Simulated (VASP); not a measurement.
# Ag (Fm-3m) in VASP: further runs, part 2 of 2

VASP 6.6.1. The steps go on from the part before.

### 3 Relaxation of cell and atoms, PBEsol

This run uses another cell than the first one, of 17.05 Å³/atom.

INCAR reads:

```
PREC = Accurate
ENCUT = 600
EDIFF = 1E-6
ISMEAR = -1
SIGMA = 0.1
LREAL = F
LASPH = T
NELM = 60
ALGO = Normal
ISIF = 3
LWAVE = F
LCHARG = F
GGA = PS
IBRION = 2
NSW = 80
EDIFFG = -0.02
```

KPOINTS reads:

```
Automatic mesh
0
Gamma
  17 17 17
```

POSCAR reads:

```
Ag
1.0
    0.0000000000      2.0427500000      2.0427500000
    2.0427500000      0.0000000000      2.0427500000
    2.0427500000      2.0427500000      0.0000000000
Ag
1
Direct
    0.0000000000      0.0000000000      0.0000000000
```

Potentials or basis: VASP PAW PBE potentials, release 64 (Ag).

Launch:

```sh
$ cat potpaw_PBE.64/Ag/POTCAR > POTCAR
$ mpirun -np 1 vasp_std > vasp.out
```

OUTCAR:

```text
PREC = Accurate
   ENCUT = 600
   EDIFF = 1E-6
   ISMEAR = -1
   LREAL = F
   LASPH = T
   NELM = 60
   ISIF = 3
   GGA = PS
   IBRION = 2
   NSW = 80
   EDIFFG = -0.02

 ion  position               nearest neighbor table
   1  0.000  0.000  0.000-

  LATTYP: Found a face centered cubic cell.
 ALAT       =     4.0855000000

  Lattice vectors:

 A1 = (   0.0000000000,   2.0427500000,   2.0427500000)
 A2 = (   2.0427500000,   0.0000000000,   2.0427500000)
 A3 = (   2.0427500000,   2.0427500000,   0.0000000000)

Analysis of symmetry for initial positions (statically):
=====================================================================
 Subroutine PRICEL returns:
 Original cell was already a primitive cell.

 Routine SETGRP: Setting up the symmetry group for a
 face centered cubic supercell.

 Subroutine GETGRP returns: Found 48 space group operations
 (whereof 48 operations were pure point group operations)
 out of a pool of 48 trial point group operations.

The static configuration has the point symmetry O_h .

Analysis of symmetry for dynamics (positions and initial velocities):
=====================================================================
 Subroutine PRICEL returns:
 Original cell was already a primitive cell.

 Routine SETGRP: Setting up the symmetry group for a
 face centered cubic supercell.

 Subroutine GETGRP returns: Found 48 space group operations
 (whereof 48 operations were pure point group operations)
 out of a pool of 48 trial point group operations.

The dynamic configuration has the point symmetry O_h .

 Subroutine INISYM returns: Found 48 space group operations
 (whereof 48 operations are pure point group operations),
 and found     1 'primitive' translations

----------------------------------------------------------------------------------------

                                     Primitive cell

  volume of cell :      17.0481

  direct lattice vectors                    reciprocal lattice vectors
     0.000000000  2.042750000  2.042750000    -0.244768082  0.244768082  0.244768082
     2.042750000  0.000000000  2.042750000     0.244768082 -0.244768082  0.244768082
     2.042750000  2.042750000  0.000000000     0.244768082  0.244768082 -0.244768082

  length of vectors
     2.888884755  2.888884755  2.888884755     0.423950755  0.423950755  0.423950755

  position of ions in fractional coordinates (direct lattice)
     0.000000000  0.000000000  0.000000000

  ion indices of the primitive-cell ions
   primitive index   ion index
                 1           1

----------------------------------------------------------------------------------------

 KPOINTS: Automatic mesh

Automatic generation of k-mesh.
 Grid dimensions read from file:
 generate k-points for:   17   17   17

 Generating k-lattice:

  Cartesian coordinates                     Fractional coordinates (reciprocal lattice)
    -0.014398122  0.014398122  0.014398122     0.058823529  0.000000000  0.000000000
     0.014398122 -0.014398122  0.014398122     0.000000000  0.058823529  0.000000000
     0.014398122  0.014398122 -0.014398122     0.000000000  0.000000000  0.058823529

  Length of vectors
     0.024938280  0.024938280  0.024938280

  Shift w.r.t. Gamma in fractional coordinates (k-lattice)
[... 41 lines left out ...]
   NGXF,Y,Z  is equivalent  to a cutoff of  27.62, 27.62, 27.62 a.u.
 SYSTEM =  unknown system
   PREC   = accura    normal or accurate (medium, high low for compatibility)
   ISTART =      0    job   : 0-new  1-cont  2-samecut
   ICHARG =      2    charge: 1-file 2-atom 10-const
   ISPIN  =      1    spin polarized calculation?
   LNONCOLLINEAR =      F non collinear calculations
   LSORBIT =      F    spin-orbit coupling
   LASPH  =      T    aspherical Exc in radial PAW
   ENCUT  =  600.0 eV  44.10 Ry    6.64 a.u.   5.77  5.77  5.77*2*pi/ulx,y,z
   NELM   =     60;   NELMIN=  2; NELMDL= -5     # of ELM steps
   EDIFF  = 0.1E-05   stopping-criterion for ELM
   LREAL  =      F    real-space projection
   EDIFFG = -.2E-01   stopping-criterion for IOM
   NSW    =     80    number of steps for IOM
   IBRION =      2    ionic relax: 0-MD 1-quasi-New 2-CG
   NFREE  =      1    steps in history (QN), initial steepest desc. (CG)
   ISIF   =      3    stress and relaxation
   ISYM   =      2    0-nonsym 1-usesym 2-fastsym
   POTIM  = 0.5000    time-step for ionic-motion
   TEBEG  =    0.0;   TEEND  =   0.0 temperature during run
   PSTRESS=    0.0 pullay stress
   NELECT =      11.0000    total number of electrons
   NUPDOWN=      -1.0000    fix difference up-down
   EMIN   =  10.00;   EMAX   =-10.00  energy-range for DOS
   EFERMI =   0.00;   METHOD = LEGACY
   ISMEAR =    -1;   SIGMA  =   0.10  broadening in eV -4-tet -1-fermi 0-gaus
   EFERMI_NEDOS =   21; number of points for ismear=-14 and -15
   IALGO  =     38    algorithm
   IMIX   =      4    mixing-type and parameters
     AMIX     =   0.40;   BMIX     =  1.00
     AMIX_MAG =   1.60;   BMIX_MAG =  1.00
  volume/ion in A,a.u.               =      17.05       115.05
  Fermi-wavevector in a.u.,A,eV,Ry     =   1.414644  2.673290 27.228221  2.001218
  Thomas-Fermi vector in A             =   2.536165
   LORBIT       =      0    0 simple, 1 ext, 2 COOP (PROOUT), +10 PAW based schemes
   GGA     = PS    functional components
   LHFCALC =     F    Hartree Fock is set to
   AEXX    =    0.0000 exact exchange contribution
   IVDW    =     0    specifies the selected vdW correction
   LEPSILON=     F    determine dielectric tensor
   LRPA    =     F    only Hartree local field effects (RPA)
 conjugate gradient relaxation of ions
 non-spin polarized calculation
  energy-cutoff  :      600.00
  volume of cell :       17.05
 maximum number of plane-waves:       584
   NGX = 11   NGY = 11   NGZ = 11

--------------------------------------- Ionic step        1  -------------------------------------------

 number of electron      10.9999999 magnetization

 Free energy of the ion-electron system (eV)
  ---------------------------------------------------
  ext. energy  EPLUGINS =         0.00000000
  ---------------------------------------------------
  free energy    TOTEN  =        -3.30804069 eV

  energy without entropy =       -3.29708105  energy(sigma->0) =       -3.30256087

------------------------ aborting loop because EDIFF is reached ----------------------------------------

  FORCE on cell =-STRESS in cart. coord.  units (eV):
  Direction    XX          YY          ZZ          XY          YZ          ZX
  --------------------------------------------------------------------------------------
  -------------------------------------------------------------------------------------
  Total       -0.2986399     -0.2986399     -0.2986399      0.0000000      0.0000000     -0.0000000
  in kB      -28.0661415    -28.0661415    -28.0661415      0.0000000      0.0000000     -0.0000000
  external PRESSURE =     -28.0661415 kB  Pullay stress =       0.0000000 kB
[... 57 lines left out ...]
--------------------------------------- Ionic step        3  -------------------------------------------

 number of electron      11.0000001 magnetization

 Free energy of the ion-electron system (eV)
  ---------------------------------------------------
  ext. energy  EPLUGINS =         0.00000000
  ---------------------------------------------------
  free energy    TOTEN  =        -3.31190438 eV

  energy without entropy =       -3.30117798  energy(sigma->0) =       -3.30654118

 E-fermi :   8.6575     XC(G=0): -12.5659

 val. band max:        8.6412892357   @ k =  -0.2941   0.2353   0.0000
 cond. band min:       8.6687766019   @ k =  -0.3529   0.1765   0.0000
 fundamental gap:      0.0274873662
 Fermi energy:         8.6574759605

 k-point     1 :       0.0000    0.0000    0.0000
  band No.  band energies     occupation
      1       0.5698      2.00000
      2       3.7228      2.00000
      3       3.7228      2.00000
      4       3.7228      2.00000
      5       4.8177      2.00000
      6       4.8177      2.00000
      7      24.6301      0.00000
      8      28.3541      0.00000
      9      28.3541      0.00000
[... 265 lines left out ...]
 k-point    24 :      -0.1176    0.0588    0.0000
  band No.  band energies     occupation
      1       1.2361      2.00000
      2       3.5623      2.00000
      3       3.8910      2.00000
      4       3.9193      2.00000
      5       4.6764      2.00000
      6       4.8771      2.00000
      7      24.0554      0.00000
      8      25.3368      0.00000
      9      27.6753      0.00000

 [... further k-points ...]

------------------------ aborting loop because EDIFF is reached ----------------------------------------

  FORCE on cell =-STRESS in cart. coord.  units (eV):
  Direction    XX          YY          ZZ          XY          YZ          ZX
  --------------------------------------------------------------------------------------
  -------------------------------------------------------------------------------------
  Total       -0.0005370     -0.0005370     -0.0005370     -0.0000000      0.0000000      0.0000000
  in kB       -0.0517671     -0.0517671     -0.0517671     -0.0000000      0.0000000      0.0000000
  external PRESSURE =      -0.0517671 kB  Pullay stress =       0.0000000 kB
[... 16 lines left out ...]
  FREE ENERGIE OF THE ION-ELECTRON SYSTEM (eV)
  ---------------------------------------------------
  free  energy   TOTEN  =        -3.3119043816 eV

  energy  without entropy=       -3.3011779828  energy(sigma->0) =       -3.30654118

 reached required accuracy - stopping structural energy minimisation
```

OSZICAR:

```text
N       E                     dE             d eps       ncg     rms          rms(c)
DAV:   1     0.489754373889E+02    0.48975E+02   -0.62506E+03  3002   0.125E+03
DAV:   2    -0.323927687844E+01   -0.52215E+02   -0.50027E+02  3051   0.219E+02
DAV:   3    -0.366096137000E+01   -0.42168E+00   -0.42145E+00  3499   0.245E+01
[... 20 lines left out ...]
DAV:   2    -0.331342599191E+01    0.48041E-01   -0.20797E-01  3007   0.501E+00    0.476E-01
DAV:   3    -0.331221639297E+01    0.12096E-02   -0.29677E-03  3046   0.549E-01    0.314E-01
DAV:   4    -0.331190235253E+01    0.31404E-03   -0.42225E-04  3141   0.203E-01    0.119E-02
DAV:   5    -0.331190375398E+01   -0.14014E-05   -0.12986E-05  3174   0.357E-02    0.557E-03
DAV:   6    -0.331190438164E+01   -0.62766E-06   -0.87214E-07  2805   0.112E-02
   3 F= -.33119044E+01 E0= -.33065412E+01  d E =-.386369E-02
```

Run time: 59 s. Hardware: 1 thread of AMD EPYC 7R13, shared host; peak memory 0.15 GiB.

Results:

```yaml
Free_energy: -3.3119 eV
Relaxed_volume: 16.62 Å³/atom
Relaxed_cell: a = 2.864 Å, b = 2.864 Å, c = 2.864 Å, α = 60.00°, β = 60.00°, γ = 60.00°
Space_group_after_relaxing_to_0.1_Å: Fm-3m (No. 225)
Energy_gained_by_relaxing: 3.9 meV/atom
Ionic_steps: 3
Pressure_after_relaxing: 0.0 GPa
Band_gap_on_the_k_mesh: zero (an odd number of electrons rules out a gap without spin polarisation)
```

Step by step:
| step | energy change (eV) | largest force (eV/Å) | pressure (GPa) | volume (Å³) |
| --- | --- | --- | --- | --- |
| 1 | 0.0000 | 0.0000 | -2.81 | 17.05 |
| 2 | -0.0018 | 0.0000 | 2.27 | 16.32 |
| 3 | -0.0039 | 0.0000 | -0.01 | 16.62 |

Final structure:
```
Ag
1.0
     0.00000    2.02551    2.02551
     2.02551    0.00000    2.02551
     2.02551    2.02551    0.00000
Ag
1
Cartesian
  0.0000 0.0000 0.0000
```

Levels at points of the mesh, in eV from the Fermi level:
```
           k point  band 2  band 3  band 4  band 5  band 6  band 7  band 8  band 9
(0.00, 0.00, 0.00)   -4.93   -4.93   -4.93   -3.84   -3.84   15.97   19.70   19.70
```

Caveat: the PAW data sets were made with another functional, which shifts forces and pressure a little.
